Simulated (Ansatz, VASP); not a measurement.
SbW: VASP beside Ansatz

```xyz
4
Lattice="4.3426 0.0000 0.0000 -2.1713 3.7608 0.0000 0.0000 0.0000 5.1676" Properties=species:S:1:pos:R:3 pbc="T T T"
W     0.0000    0.0000    0.0000
W     0.0000    0.0000    2.5838
Sb    0.0000    2.5072    1.2919
Sb    2.1713    1.2536    3.8757
```

Alike in both runs: functional PBEsol; k mesh 10 × 10 × 6; occupations gaussian, width 0.05 eV; no spin polarisation.

Ansatz relaxed the structure, and its values are those at the end. VASP's run is a single point on that final structure, the one shown.

```csv
,VASP,Ansatz
version,VASP 6.6.1,Ansatz 0.2.0
potentials or method,"VASP PAW PBE potentials, release 64 (W_sv, Sb), cutoff 520 eV","scalar-relativistic, plane waves, PAW"
valence electrons in the cell,38,58
```

```tsv
	VASP	Ansatz	Ansatz less VASP
gap on the k mesh at the Fermi level (eV)	none	none	-
pressure (GPa)	0.3	0.0	-0.29
```

VASP's potentials were made for PBE, not for PBEsol. A gap of «none» marks a metal or a gap that the smearing closes. With one functional, cell and mesh, what is left measures potentials, basis and numerics. VASP's potentials hold 38 valence electrons a cell and Ansatz's 58, so a difference there can come from the potentials and not from the codes.

Spin-orbit coupling is off throughout.
